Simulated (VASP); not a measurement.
A run of VASP 6.6.1 is set up as follows.

The input INCAR:

```
SYSTEM = MgO
ALGO = Normal
EDIFF = 1E-6
ENCUT = 840
GGA = PE
GGA_COMPAT = .False.
ISIF = 2
ISMEAR = 0
LASPH = .True.
LCHARG = .True.
LELF = .True.
LREAL = .False.
LVHAR = .True.
LWAVE = .False.
NBANDS = 15
NELM = 120
PREC = Accurate
SIGMA = 0.05
```

File KPOINTS:

```
k-points
0
Gamma
  10 10 10
  0 0 0
```

File POSCAR:

```
MgO
1.0
    0.0000000000      2.0916941252      2.0916941252
    2.0916941252      0.0000000000      2.0916941252
    2.0916941252      2.0916941252      0.0000000000
Mg O
1 1
Direct
    0.0000000000      0.0000000000      0.0000000000
    0.5000000000      0.5000000000      0.5000000000
```

Potentials or basis: VASP PAW PBE potentials, release 64 (Mg_sv, O).

The run is started by

```console
$ cat potpaw_PBE.64/Mg_sv/POTCAR potpaw_PBE.64/O/POTCAR > POTCAR
$ mpirun -np 1 vasp_std > vasp.out
```

(1) Estimate the pressure.

(2) Estimate the band gap on the k mesh.

Answers

(1) 8.4 GPa.

(2) 4.94 eV.

Caveat: the cell stands under pressure.
